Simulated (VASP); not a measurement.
SrTiO3, 5 atoms in the cell. The structure is tetragonal, space group P4/mmm (No. 123). The conventional cell has a = 4.008 Å, b = 4.008 Å, c = 3.891 Å, α = 90.00°, β = 90.00°, γ = 90.00°. Sr (site symmetry 4/mmm) has 12 O at 2.79 to 2.83 Å and 8 Ti at 3.44 Å within 3.7 Å. Within 2.6 Å of Ti (site symmetry 4/mmm) lie 6 O at 1.95 to 2.00 Å. Within 2.7 Å of O (site symmetry mmm) lie 2 Ti at 2.00 Å. O (site symmetry 4/mmm) has 2 Ti at 1.95 Å within 2.6 Å.  This cell differs from its parent crystal: strain +0.030 along x and y, +0.000 along z.

| Item | Value |
| --- | --- |
| Program | VASP 6.6.1 |
| Task | single point |
| Functional | PBEsol |
| Potentials or basis | VASP PAW PBE potentials, release 64 (Sr_sv, Ti_sv, O) |
| Cutoff | 520 eV |
| k mesh | 8 × 8 × 8 |
| Occupations | gaussian, width 0.05 eV |
| Spin | no spin polarisation |
| Dipole correction | no |
| Further INCAR settings | ALGO = Normal; EDIFF = 1e-06; NBANDS = 28 |

Potentials or basis: VASP PAW PBE potentials, release 64 (Sr_sv, Ti_sv, O).

Launch:

```sh
$ cat potpaw_PBE.64/Sr_sv/POTCAR potpaw_PBE.64/Ti_sv/POTCAR potpaw_PBE.64/O/POTCAR > POTCAR
$ mpirun -np 1 vasp_std > vasp.out
```

Hardware: 1 thread of Intel(R) Xeon(R) Platinum 8488C (Sapphire Rapids) (shared host).

Problem. How long does it take, and how much memory?

Solution. Wall time 2 min on 1 thread of Intel(R) Xeon(R) Platinum 8488C (Sapphire Rapids) (shared host), peak memory 0.26 GiB. Counts: scf iterations 16, k points 75.
